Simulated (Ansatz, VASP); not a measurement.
# AlFe in VASP and in Ansatz

Contents of INCAR:

```
SYSTEM = AlFe
ALGO = Normal ; EDIFF = 1E-6
ENCUT = 520 ; GGA = PS
ISIF = 2 ; ISMEAR = 0
ISPIN = 2 ; LASPH = .TRUE.
LCHARG = .FALSE. ; LMAXMIX = 4
LORBIT = 11 ; LREAL = .FALSE.
LWAVE = .FALSE. ; MAGMOM = 0 0.75
NBANDS = 16 ; NELM = 150
PREC = Accurate ; SIGMA = 0.1
```

File KPOINTS:

```
k-points
0
G
  14 14 14
  0 0 0
```

File POSCAR:

```
AlFe
1.0
    2.9100000000      0.0000000000      0.0000000000
    0.0000000000      2.9100000000      0.0000000000
    0.0000000000      0.0000000000      2.9100000000
Al Fe
1 1
Direct
    0.0000000000      0.0000000000      0.0000000000
    0.5000000000      0.5000000000      0.5000000000
```

Input for Ansatz:

```yaml
crystal:
  lattice:
    - [2.91, 0.0, 0.0]
    - [0.0, 2.91, 0.0]
    - [0.0, 0.0, 2.91]
  atoms:
    - { symbol: Al, position: [0.0, 0.0, 0.0] }
    - { symbol: Fe, position: [0.5, 0.5, 0.5], spin: 0.75 }
basis:
  ecutwfc: 420
kpoints:
  mp_grid: { grid: [14, 14, 14] }
hamiltonian:
  xc: pbesol
scf:
  occupations: { method: gaussian, width: 0.1 }
output:
  forces: true
  stress: true
  eigenvalues: true
  populations: true
magnetization:
  spin_polarized: true
```

Alike in both runs: task single point; functional PBEsol; k mesh 14 × 14 × 14; occupations gaussian, width 0.1 eV; collinear spin.

|  | VASP | Ansatz |
| --- | --- | --- |
| version | VASP 6.6.1 | Ansatz 0.2.0 |
| potentials or method | VASP PAW PBE potentials, release 64 (Al, Fe), cutoff 520 eV | scalar-relativistic, plane waves, PAW |
| valence electrons in the cell | 11 | 19 |

```tsv
	VASP	Ansatz	Ansatz less VASP
gap on the k mesh at the Fermi level (eV)	none	none	-
pressure (GPa)	-10.9	-11.1	-0.19
net moment per atom (μB)	0.35	0.35	+0.002
```

VASP's potentials were made for PBE, not for PBEsol. A gap of «none» marks a metal or a gap that the smearing closes. VASP's potentials hold 11 valence electrons a cell and Ansatz's 19, so a difference there can come from the potentials and not from the codes.
